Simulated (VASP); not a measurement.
# Os in VASP: notebook

Runs on Os. Level: PBE. Tasks: single point.

Program: VASP 6.6.1. These are calculated values, not measurements. Logs are shortened: lines on timing, memory, paths and dates and some standing lists are left out, and cuts for length are marked.

### 1 The cell of the first run

The cell holds a sheet with vacuum, 2 atoms: a = 3.162 Å, b = 3.162 Å, c = 15.000 Å, α = 90.00°, β = 90.00°, γ = 90.00°.

The cell was built from a structure type or drawn by symmetry, and may not be a known phase.

### 2 Single point, PBE

Contents of INCAR:

```
  PREC = Accurate
  ENCUT = 520
  EDIFF = 1E-7
  ISMEAR = 0
  SIGMA = 0.1
  LREAL = F
  LASPH = T
  NELM = 80
  ALGO = Normal
  ISIF = 2
  LWAVE = F
  LCHARG = F
  LDIPOL = T
  IDIPOL = 3
  DIPOL = 0.5 0.5 0.500
  GGA = PE
  NBANDS = 15
```

Contents of KPOINTS:

```
Automatic mesh
0
Gamma
  6 6 1
```

Contents of POSCAR:

```
Os
1.0
    3.1617380000      0.0000000000      0.0000000000
    0.0000000000      3.1617380000      0.0000000000
    0.0000000000      0.0000000000     15.0000000000
Os
2
Direct
    0.5000000000      0.0000000000      0.5089382400
    0.0000000000      0.5000000000      0.4910617600
```

Potentials or basis: VASP PAW PBE potentials, release 64 (Os).

Command:

```bash
cat potpaw_PBE.64/Os/POTCAR > POTCAR
mpirun -np 1 vasp_std > vasp.out
```

OUTCAR:

```text
PREC = Accurate
   ENCUT = 520
   EDIFF = 1E-7
   ISMEAR = 0
   LREAL = F
   LASPH = T
   NELM = 80
   ISIF = 2
   GGA = PE

 ion  position               nearest neighbor table
   1  0.500  0.000  0.509-   2 2.25   2 2.25   2 2.25   2 2.25
   2  0.000  0.500  0.491-   1 2.25   1 2.25   1 2.25   1 2.25

  LATTYP: Found a simple tetragonal cell.
 ALAT       =     3.1617380000
 C/A-ratio  =     4.7442261187

  Lattice vectors:

 A1 = (   3.1617380000,   0.0000000000,   0.0000000000)
 A2 = (   0.0000000000,   3.1617380000,   0.0000000000)
 A3 = (   0.0000000000,   0.0000000000,  15.0000000000)

Analysis of symmetry for initial positions (statically):
=====================================================================
 Subroutine PRICEL returns:
 Original cell was already a primitive cell.

 Routine SETGRP: Setting up the symmetry group for a
 simple tetragonal supercell.

 Subroutine GETGRP returns: Found 16 space group operations
 (whereof  8 operations were pure point group operations)
 out of a pool of 16 trial point group operations.

The static configuration has the point symmetry D_2d.
 The point group associated with its full space group is D_4h.

Analysis of symmetry for dynamics (positions and initial velocities):
=====================================================================
 Subroutine PRICEL returns:
 Original cell was already a primitive cell.

 Routine SETGRP: Setting up the symmetry group for a
 simple tetragonal supercell.

 Subroutine GETGRP returns: Found 16 space group operations
 (whereof  8 operations were pure point group operations)
 out of a pool of 16 trial point group operations.

The dynamic configuration has the point symmetry D_2d.
 The point group associated with its full space group is D_4h.

 Subroutine INISYM returns: Found 16 space group operations
 (whereof  8 operations are pure point group operations),
 and found     1 'primitive' translations

----------------------------------------------------------------------------------------

                                     Primitive cell

  volume of cell :     149.9488

  direct lattice vectors                    reciprocal lattice vectors
     3.161738000  0.000000000  0.000000000     0.316281741  0.000000000  0.000000000
     0.000000000  3.161738000  0.000000000     0.000000000  0.316281741  0.000000000
     0.000000000  0.000000000 15.000000000     0.000000000  0.000000000  0.066666667

  length of vectors
     3.161738000  3.161738000 15.000000000     0.316281741  0.316281741  0.066666667

  position of ions in fractional coordinates (direct lattice)
     0.500000000  0.000000000  0.508938240
     0.000000000  0.500000000  0.491061760

  ion indices of the primitive-cell ions
   primitive index   ion index
                 1           1
                 2           2

----------------------------------------------------------------------------------------

 KPOINTS: Automatic mesh

Automatic generation of k-mesh.
 Grid dimensions read from file:
 generate k-points for:    6    6    1

 Generating k-lattice:

  Cartesian coordinates                     Fractional coordinates (reciprocal lattice)
     0.052713624  0.000000000  0.000000000     0.166666667  0.000000000  0.000000000
     0.000000000  0.052713624  0.000000000     0.000000000  0.166666667  0.000000000
     0.000000000  0.000000000  0.066666667     0.000000000  0.000000000  1.000000000

  Length of vectors
     0.052713624  0.052713624  0.066666667

  Shift w.r.t. Gamma in fractional coordinates (k-lattice)
     0.000000000  0.000000000  0.000000000

 Subroutine IBZKPT returns following result:
 ===========================================

 Found     10 irreducible k-points:

 Following reciprocal coordinates:
            Coordinates               Weight
  0.000000  0.000000  0.000000      1.000000
  0.166667  0.000000  0.000000      4.000000
  0.333333  0.000000  0.000000      4.000000
  0.500000  0.000000  0.000000      2.000000
  0.166667  0.166667  0.000000      4.000000
  0.333333  0.166667  0.000000      8.000000
  0.500000  0.166667  0.000000      4.000000
  0.333333  0.333333  0.000000      4.000000
  0.500000  0.333333  0.000000      4.000000
  0.500000  0.500000  0.000000      1.000000
   k-points           NKPTS =     10   k-points in BZ     NKDIM =     10   number of bands    NBANDS=     15
   number of dos      NEDOS =    301   number of ions     NIONS =      2
   total plane-waves  NPLWV =  64512
   dimension x,y,z NGX =    24 NGY =   24 NGZ =  112
   dimension x,y,z NGXF=    48 NGYF=   48 NGZF=  224
   ions per type =               2
   NGX,Y,Z   is equivalent  to a cutoff of  12.62, 12.62, 12.41 a.u.
   NGXF,Y,Z  is equivalent  to a cutoff of  25.24, 25.24, 24.83 a.u.
 SYSTEM =  unknown system
   PREC   = accura    normal or accurate (medium, high low for compatibility)
   ISTART =      0    job   : 0-new  1-cont  2-samecut
   ICHARG =      2    charge: 1-file 2-atom 10-const
   ISPIN  =      1    spin polarized calculation?
   LNONCOLLINEAR =      F non collinear calculations
   LSORBIT =      F    spin-orbit coupling
   LASPH  =      T    aspherical Exc in radial PAW
   ENCUT  =  520.0 eV  38.22 Ry    6.18 a.u.   5.88  5.88 27.89*2*pi/ulx,y,z
   NELM   =     80;   NELMIN=  2; NELMDL= -5     # of ELM steps
   EDIFF  = 0.1E-06   stopping-criterion for ELM
   LREAL  =      F    real-space projection
   EDIFFG = 0.1E-05   stopping-criterion for IOM
   NSW    =      0    number of steps for IOM
   IBRION =     -1    ionic relax: 0-MD 1-quasi-New 2-CG
   NFREE  =      0    steps in history (QN), initial steepest desc. (CG)
   ISIF   =      2    stress and relaxation
   ISYM   =      2    0-nonsym 1-usesym 2-fastsym
   POTIM  = 0.5000    time-step for ionic-motion
   TEBEG  =    0.0;   TEEND  =   0.0 temperature during run
   PSTRESS=    0.0 pullay stress
   NELECT =      16.0000    total number of electrons
   NUPDOWN=      -1.0000    fix difference up-down
   EMIN   =  10.00;   EMAX   =-10.00  energy-range for DOS
   EFERMI =   0.00;   METHOD = LEGACY
   ISMEAR =     0;   SIGMA  =   0.10  broadening in eV -4-tet -1-fermi 0-gaus
   EFERMI_NEDOS =   21; number of points for ismear=-14 and -15
   IALGO  =     38    algorithm
   IMIX   =      4    mixing-type and parameters
     AMIX     =   0.40;   BMIX     =  1.00
     AMIX_MAG =   1.60;   BMIX_MAG =  1.00
  volume/ion in A,a.u.               =      74.97       505.95
  Fermi-wavevector in a.u.,A,eV,Ry     =   0.776486  1.467346  8.203375  0.602931
  Thomas-Fermi vector in A             =   1.878974
   LORBIT       =      0    0 simple, 1 ext, 2 COOP (PROOUT), +10 PAW based schemes
   GGA     = PE    functional components
   LHFCALC =     F    Hartree Fock is set to
   AEXX    =    0.0000 exact exchange contribution
   IVDW    =     0    specifies the selected vdW correction
   LEPSILON=     F    determine dielectric tensor
   LRPA    =     F    only Hartree local field effects (RPA)
 non-spin polarized calculation
 Gauss-broadening in eV      SIGMA  =   0.10
  energy-cutoff  :      520.00
  volume of cell :      149.95
 maximum number of plane-waves:      4096
 NGX is ok and might be reduce to    24
   NGX = 11   NGY = 11   NGZ = 55

 number of electron      16.0000000 magnetization

 dipolmoment           0.000000      0.000000     -0.000000 electrons x Angstroem

 Free energy of the ion-electron system (eV)
  ---------------------------------------------------
  ext. energy  EPLUGINS =         0.00000000
  ---------------------------------------------------
  free energy    TOTEN  =       -15.82125781 eV

  energy without entropy =      -15.80626076  energy(sigma->0) =      -15.81375929

 E-fermi :  -2.5702     XC(G=0):  -3.7026

 val. band max:       -2.5963989558   @ k =   0.5000   0.0000   0.0000
 cond. band min:      -2.2497336672   @ k =   0.5000   0.1667   0.0000
 fundamental gap:      0.3466652887
 Fermi energy:        -2.5702356551

 k-point     1 :       0.0000    0.0000    0.0000
  band No.  band energies     occupation
      1     -12.1117      2.00000
      2     -11.8601      2.00000
      3     -10.6880      2.00000
      4      -6.2451      2.00000
      5      -6.2451      2.00000
      6      -6.1366      2.00000
      7      -3.0129      2.00000
      8      -1.4823      0.00000
      9      -0.8005      0.00000
     10      -0.8005      0.00000
     11       1.7576      0.00000
     12       2.3263      0.00000
     13       3.1164      0.00000
     14       3.7360      0.00000
     15       5.8609      0.00000

 k-point     2 :       0.1667    0.0000    0.0000
  band No.  band energies     occupation
      1     -11.4416      2.00000
      2     -11.0809      2.00000
      3     -10.1011      2.00000
      4      -6.5987      2.00000
      5      -5.8386      2.00000
      6      -5.5102      2.00000
      7      -4.1498      2.00000
      8      -1.6251      0.00000
      9      -1.5998      0.00000
     10       0.2645      0.00000
     11       0.9877      0.00000
     12       2.7297      0.00000
     13       3.3537      0.00000
     14       3.6433      0.00000
     15       4.1340      0.00000
[... 113 lines left out ...]
      3      -7.6226      2.00000
      4      -7.6226      2.00000
      5      -4.6029      2.00000
      6      -4.6029      2.00000
      7      -3.6040      2.00000
      8      -3.6040      2.00000
      9      -1.1009      0.00000
     10      -1.1009      0.00000
     11       0.7340      0.00000
     12       0.7340      0.00000
     13       4.6265      0.00000
     14       4.6265      0.00000
     15       7.4691      0.00000

 k-point    10 :       0.5000    0.5000    0.0000
  band No.  band energies     occupation
      1      -9.1336      2.00000
      2      -9.1336      2.00000
      3      -8.3417      2.00000
      4      -8.3417      2.00000
      5      -3.3383      2.00000
      6      -3.3383      2.00000
      7      -3.1618      2.00000
      8      -3.1618      2.00000
      9      -0.9078      0.00000
     10      -0.9078      0.00000
     11       0.3654      0.00000
     12       0.3654      0.00000
     13       4.9150      0.00000
     14       4.9150      0.00000
     15       8.6053      0.00000

------------------------ aborting loop because EDIFF is reached ----------------------------------------

 vacuum level on the upper side and lower side of the slab       (xc-potential included)        -0.125        -0.125

  FORCE on cell =-STRESS in cart. coord.  units (eV):
  Direction    XX          YY          ZZ          XY          YZ          ZX
  --------------------------------------------------------------------------------------
  -------------------------------------------------------------------------------------
  Total       19.8085524     19.8085524      0.2850851      0.0000000      0.0000000     -0.0000000
  in kB      211.6509902    211.6509902      3.0460850      0.0000000      0.0000000     -0.0000000
  external PRESSURE =     142.1160218 kB  Pullay stress =       0.0000000 kB

 VOLUME and BASIS-vectors are now :
 -----------------------------------------------------------------------------
  energy-cutoff  :      520.00
  volume of cell :      149.95
      direct lattice vectors                 reciprocal lattice vectors
     3.161738000  0.000000000  0.000000000     0.316281741  0.000000000  0.000000000
     0.000000000  3.161738000  0.000000000     0.000000000  0.316281741  0.000000000
     0.000000000  0.000000000 15.000000000     0.000000000  0.000000000  0.066666667

 POSITION                                       TOTAL-FORCE (eV/Angst)
 -----------------------------------------------------------------------------------
      1.58087      0.00000      7.63407         0.000000      0.000000      1.120525
      0.00000      1.58087      7.36593        -0.000000      0.000000     -1.120525
 -----------------------------------------------------------------------------------
    total drift:                                0.000000      0.000000      0.000000

  FREE ENERGIE OF THE ION-ELECTRON SYSTEM (eV)
  ---------------------------------------------------
  free  energy   TOTEN  =       -15.8212578143 eV

  energy  without entropy=      -15.8062607562  energy(sigma->0) =      -15.81375929

 vacuum level on the upper side and lower side of the slab         2.723         2.723
```

Run time: 38 s. Hardware: 1 thread of Intel Xeon 8259CL, shared host; peak memory 0.24 GiB.

Results:

| Property | Result |
| --- | --- |
| Free energy | -15.8213 eV |
| Largest force | 1.121 eV/Å |
| Band gap on the k mesh | zero (bands 8 and 9 overlap by 1.15 eV) |

Forces in eV/Å, atoms in the order of the input:
```
Os   0.000  0.000  1.121
Os   0.000  0.000 -1.121
```

Levels at points of the mesh, in eV from the Fermi level:
```
           k point  band 5  band 6  band 7  band 8  band 9  band 10  band 11  band 12
(0.00, 0.00, 0.00)   -3.67   -3.57   -0.44    1.09    1.77     1.77     4.33     4.90
(0.50, 0.00, 0.00)   -3.45   -3.45   -0.68   -0.68   -0.03    -0.03     0.50     0.50
(0.50, 0.50, 0.00)   -0.77   -0.77   -0.59   -0.59    1.66     1.66     2.94     2.94
```

Caveat: spin-orbit coupling is left out, which moves the levels of the heavy elements.

(Part 1 of 2 ends here.)
